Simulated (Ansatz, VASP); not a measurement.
One calculation of Rh, two programs

INCAR

```
SYSTEM = Rh
PREC     = Accurate       ! precision mode
ENCUT    = 520            ! plane-wave cutoff, eV
EDIFF    = 1E-6           ! SCF threshold, eV
ISMEAR   = 0              ! smearing method
SIGMA    = 0.1            ! smearing width, eV
LREAL    = .False.        ! projectors in reciprocal space
LASPH    = .True.         ! aspherical terms in the spheres
NELM     = 100            ! most SCF steps
ALGO     = Normal         ! electronic algorithm
ISIF     = 2              ! what is computed and relaxed
LWAVE    = .False.        ! write WAVECAR
LCHARG   = .False.        ! write CHGCAR
GGA      = PE             ! functional
NBANDS   = 38             ! bands
```

Contents of KPOINTS:

```
regular mesh
0
Gamma
  15 15 4
  0 0 0
```

The input POSCAR:

```
Rh
1.0
    2.6917446234      0.0000000000      0.0000000000
   -1.3458723117      2.3311192244      0.0000000000
    0.0000000000      0.0000000000      8.7980701300
Rh
4
Direct
    0.0000000000      0.0000000000      0.0000000000
    0.3333333300      0.6666666700      0.2500000000
    0.0321733866      0.0643467732      0.5000000000
    0.6666666700      0.3333333300      0.7500000000
```

Input for Ansatz:

```yaml
crystal:
  lattice:
    - [2.6917446234, 0.0, 0.0]
    - [-1.3458723117, 2.3311192244, 0.0]
    - [0.0, 0.0, 8.79807013]
  atoms:
    - { symbol: Rh, position: [0.0, 0.0, 0.0] }
    - { symbol: Rh, position: [0.33333333, 0.66666667, 0.25] }
    - { symbol: Rh, position: [0.0321733866, 0.0643467732, 0.5] }
    - { symbol: Rh, position: [0.66666667, 0.33333333, 0.75] }
basis:
  ecutwfc: 420
kpoints:
  mp_grid: { grid: [15, 15, 4] }
hamiltonian:
  xc: pbe
scf:
  occupations: { method: gaussian, width: 0.1 }
output:
  forces: true
  stress: true
  eigenvalues: true
```

Change from the starting cell: one atom moved.

Alike in both runs: task single point; functional PBE; k mesh 15 × 15 × 4; occupations gaussian, width 0.1 eV; no spin polarisation.

|  | VASP | Ansatz |
| --- | --- | --- |
| version | VASP 6.6.1 | Ansatz 0.2.0 |
| potentials or method | VASP PAW PBE potentials, release 64 (Rh_pv), cutoff 520 eV | scalar-relativistic, plane waves, PAW |
| valence electrons in the cell | 60 | 68 |

|  | VASP | Ansatz | Ansatz less VASP |
| --- | --- | --- | --- |
| gap on the k mesh at the Fermi level (eV) | none | none | - |
| pressure (GPa) | 5.5 | 5.5 | 0.00 |
| traceless stress, the component that is largest in VASP (GPa) | -0.50 | -0.50 | 0.000 |
| rms of the force components (eV/Å) | 0.184 | 0.184 | -0.0001 |

Atom by atom the forces differ by 0.000 eV/Å (rms over components). A gap of «none» marks a metal or a gap that the smearing closes. VASP's potentials hold 60 valence electrons a cell and Ansatz's 68, so a difference there can come from the potentials and not from the codes.
